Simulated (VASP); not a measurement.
Here is a VASP 6.6.1 calculation.

File INCAR:

```
SYSTEM = ScIn3As2
ALGO = Normal ; EDIFF = 1E-7
ENCUT = 520 ; GGA = PE
ISIF = 2 ; ISMEAR = 0
LASPH = .TRUE. ; LCHARG = .TRUE.
LELF = .TRUE. ; LREAL = .FALSE.
LVHAR = .TRUE. ; LWAVE = .FALSE.
NBANDS = 39 ; NELM = 100
PREC = Accurate ; SIGMA = 0.1
```

Contents of KPOINTS:

```
k-points
0
G
  4 4 4
  0 0 0
```

The input POSCAR:

```
ScIn3As2
1.0
    2.6523459200     -5.8884634700      0.0000000000
    2.6523459200      5.8884634700      0.0000000000
    0.0000000000      0.0000000000      4.1457542300
Sc In As
1 3 2
Direct
    0.0000000000      0.0000000000      0.0000000000
    0.1478336900      0.8521663100      0.5000000000
    0.8521663100      0.1478336900      0.5000000000
    0.5000000000      0.5000000000      0.0000000000
    0.6562623200      0.3437376800      0.5000000000
    0.3437376800      0.6562623200      0.5000000000
```

Potentials or basis: VASP PAW PBE potentials, release 64 (Sc_sv, In_d, As).

The run is started by

```console
$ cat potpaw_PBE.64/Sc_sv/POTCAR potpaw_PBE.64/In_d/POTCAR potpaw_PBE.64/As/POTCAR > POTCAR
$ mpirun -np 1 vasp_std > vasp.out
```

(1) Estimate the pressure.

(2) Predict the largest force.

(3) Predict the band gap on the k mesh.

## Answers

(1) 26.2 GPa.

(2) 4.041 eV/Å.

(3) zero (band 30 reaches 7.97 eV, above the bottom of band 31 at 6.93 eV).

Caveat: the k points lie up to 0.38 Å⁻¹ apart; spin-orbit coupling is left out, which moves the levels of the heavy elements; forces of over 1 eV/Å act on the atoms, so gaps and moduli don't describe the material at rest.
